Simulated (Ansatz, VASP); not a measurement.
One calculation of Bi, two programs

POSCAR

```
Bi
1.0
   -1.9814305318      1.9814305318      1.9814305318
    1.9814305318     -1.9814305318      1.9814305318
    1.9814305318      1.9814305318     -1.9814305318
Bi
1
Direct
    0.0000000000      0.0000000000      0.0000000000
```

File INCAR.step1:

```
PREC = Accurate
ENCUT = 520
ISMEAR = -1
SIGMA = 0.05
LREAL = False
LASPH = True
NELM = 80
NBANDS = 14
GGA = PE
ALGO = Normal
EDIFF = 1E-4
LWAVE = True
LCHARG = False
```

INCAR.step2

```
PREC = Accurate
ENCUT = 520
EDIFF = 1E-7
ISMEAR = -1
SIGMA = 0.05
LREAL = False
LASPH = True
NELM = 80
ALGO = Normal
ISIF = 2
LWAVE = False
LCHARG = True
METAGGA = R2SCAN
LMIXTAU = True
LELF = True
LVHAR = True
NBANDS = 14
ISTART = 1
```

The input KPOINTS:

```
regular mesh
0
Gamma
  5 5 5
```

Contents of input.yaml:

```yaml
crystal:
  lattice:
    - [-1.9814305318, 1.9814305318, 1.9814305318]
    - [1.9814305318, -1.9814305318, 1.9814305318]
    - [1.9814305318, 1.9814305318, -1.9814305318]
  atoms:
    - { symbol: Bi, position: [0.0, 0.0, 0.0] }
hamiltonian:
  xc: r2scan
  pseudopotentials: { kind: paw }
kpoints:
  mp_grid: { grid: [5, 5, 5] }
scf:
  occupations: { method: fermi_dirac, width: 0.05 }
  n_extra_bands: 6
output:
  forces: true
  stress: true
  eigenvalues: true
  dos: { projected: true, de: 0.05, nscf_kmesh: { grid: [8, 8, 8] } }
```

Alike in both runs: functional r2SCAN; k mesh 5 × 5 × 5; occupations fermi-dirac, width 0.05 eV; no spin polarisation.

```csv
,VASP,Ansatz
version,VASP 6.6.1,Ansatz 0.2.0
potentials or method,"VASP PAW PBE potentials, release 64 (Bi_d)",Ansatz PAW
plane-wave cutoff (eV),520,500
valence electrons in the cell,15,15
task,single point,projected density of states
```

```tsv
	VASP	Ansatz	Ansatz less VASP
gap on the k mesh at the Fermi level (eV)	none	none	-
pressure (GPa)	-0.5	-0.6	-0.03
```

VASP's potentials were made for PBE, not for r2SCAN. A gap of «none» marks a metal or a gap that the smearing closes. The functional is the same, so the differences come from potentials, cutoffs and numerics.

The k mesh is coarse, so the values compare programs but aren't converged. Neither program's run includes spin-orbit coupling.
